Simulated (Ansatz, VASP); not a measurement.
# SiC: VASP beside Ansatz

```xyz
4
Lattice="3.0760 0.0154 0.0154 -1.5247 2.6562 0.0056 0.0252 0.0252 5.0480" Properties=species:S:1:pos:R:3 pbc="T T T"
Si    0.0089    1.7759    0.0089
Si    1.5551    0.9083    2.5361
C     0.0186    1.7856    1.9524
C     1.5648    0.9180    4.4796
```

Alike in both runs: task single point; functional PBEsol; k mesh 12 × 12 × 4; occupations gaussian, width 0.05 eV; no spin polarisation.

```csv
,VASP,Ansatz
version,VASP 6.6.1,Ansatz 0.2.0
potentials or method,"VASP PAW PBE potentials, release 64 (Si, C), cutoff 520 eV","plane waves, PAW"
valence electrons in the cell,16,16
```

Ansatz gave:

* pressure (GPa): 0.3
* traceless stress, the component that is largest in VASP (GPa): -3.28

Which values does VASP return?

Pressure (GPa): 0.6; traceless stress, the component that is largest in VASP (GPa): -3.33.

VASP's potentials were made for PBE, not for PBEsol.
